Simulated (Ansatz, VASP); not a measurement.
Zn: VASP beside Ansatz

File INCAR:

```
SYSTEM = Zn
PREC = Accurate
ENCUT = 600
EDIFF = 1E-7
ISMEAR = 0
SIGMA = 0.1
LREAL = .FALSE.
LASPH = .TRUE.
NELM = 80
ALGO = Fast
ISIF = 3
LWAVE = .FALSE.
LCHARG = .FALSE.
GGA = PE
IBRION = 2
NSW = 80
EDIFFG = -0.015
```

File KPOINTS:

```
Automatic mesh
0
G
  14 14 14
  0 0 0
```

Contents of POSCAR:

```
Zn
1.0
   -3.4519502369      0.0000000000      2.6046211623
    0.0000000000      3.4519502369     -2.6046211623
    0.0000000000     -3.4519502369     -2.6046211623
Zn
4
Direct
    0.5000000000      0.2500000000      0.7500000000
    0.0000000000      0.5000000000      0.5000000000
    0.5000000000      0.7500000000      0.2500000000
    0.0000000000      0.0000000000      0.0000000000
```

Input for Ansatz:

```yaml
crystal:
  lattice:
    - [-3.4519502369, 0.0, 2.6046211623]
    - [0.0, 3.4519502369, -2.6046211623]
    - [0.0, -3.4519502369, -2.6046211623]
  atoms:
    - { symbol: Zn, position: [0.5, 0.25, 0.75] }
    - { symbol: Zn, position: [0.0, 0.5, 0.5] }
    - { symbol: Zn, position: [0.5, 0.75, 0.25] }
    - { symbol: Zn, position: [0.0, 0.0, 0.0] }
basis:
  ecutwfc: 420
kpoints:
  mp_grid: { grid: [14, 14, 14] }
hamiltonian:
  xc: pbe
scf:
  occupations: { method: gaussian, width: 0.1 }
output:
  forces: true
  stress: true
  eigenvalues: true
  write_density: true
  write_potential: true
  elf: true
  volumetric_format: npy
relax:
  adjacent_minimum: "off"
  f_tol: 0.015
  max_steps: 60
  cell: { stress_tol: 0.15 }
```

Alike in both runs: task relaxation of cell and atoms; functional PBE; k mesh 14 × 14 × 14; occupations gaussian, width 0.1 eV; no spin polarisation.

```csv
,VASP,Ansatz
version,VASP 6.6.1,Ansatz 0.2.0
potentials or method,"VASP PAW PBE potentials, release 64 (Zn), cutoff 600 eV","scalar-relativistic, plane waves, PAW"
valence electrons in the cell,48,48
```

VASP gave:

| Item | Value |
| --- | --- |
| gap on the k mesh at the Fermi level, each at its own relaxed structure (eV) | none |
| relaxed volume (Å³/atom) | 15.57 |
| relaxed cell length with the largest relative difference (Å) | 4.329 |

Question: Which values does Ansatz return?

Answer: gap on the k mesh at the Fermi level, each at its own relaxed structure (eV): none; relaxed volume (Å³/atom): 15.53; relaxed cell length with the largest relative difference (Å): 4.326.

A gap of «none» marks a metal or a gap that the smearing closes.
